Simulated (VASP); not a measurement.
Wanted: the native input for a VASP 6.6.1 run.

```
Task                   : single point
Functional             : PBE
Dispersion             : D3(BJ)
Potentials or basis    : VASP PAW PBE potentials, release 64 (Sn_d, O)
Cutoff                 : 520 eV
k mesh                 : 9 × 9 × 4
Occupations            : gaussian, width 0.1 eV
Spin                   : no spin polarisation
Dipole correction      : no
Further INCAR settings : ALGO = Normal; EDIFF = 1e-06; NBANDS = 50
```

The structure of SnO lies in POSCAR:

```
SnO
1.0
    3.8360583204      0.0000000000      0.0000000000
   -0.0000106613      3.8360583204      0.0000000000
    0.0000000000      0.0000000000      9.5178525435
Sn O
4 4
Direct
    0.0001094671      0.0001094671     -0.0002320639
   -0.0001094671     -0.0001094671      0.4997679361
    0.4998732403      0.4998732403      0.7432277863
    0.5001267597      0.5001267597      0.2432277863
   -0.0001760411      0.4998149234      0.6215021389
    1.0001760411      0.5001850766      0.1215021389
    0.4998149234     -0.0001760411      0.6215021389
    0.5001850766      1.0001760411      0.1215021389
```

The input as run:

INCAR

```
ALGO = Normal ; EDIFF = 1E-6
ENCUT = 520 ; GGA = PE
ISIF = 2 ; ISMEAR = 0
IVDW = 12 ; LASPH = T
LCHARG = F ; LREAL = F
LWAVE = F ; NBANDS = 50
NELM = 100 ; PREC = Accurate
SIGMA = 0.1
```

KPOINTS

```
k-points
0
Gamma
  9 9 4
```

Potentials or basis: VASP PAW PBE potentials, release 64 (Sn_d, O).

Launch:

```console
$ cat potpaw_PBE.64/Sn_d/POTCAR potpaw_PBE.64/O/POTCAR > POTCAR
$ mpirun -np 1 vasp_std > vasp.out
```

Results of the run:

```
Pressure                   : 0.3 GPa
Largest force              : 0.079 eV/Å
Band gap on the k mesh     : 0.15 eV
Dispersion energy per atom : -0.235 eV
```

Caveat: semilocal functionals underestimate gaps, and a narrow one can read as zero; spin-orbit coupling is left out, which moves the levels of the heavy elements.

It took 6 min on 1 thread of Intel(R) Xeon(R) Platinum 8488C (Sapphire Rapids), with other jobs on the host, peak memory 0.49 GiB.
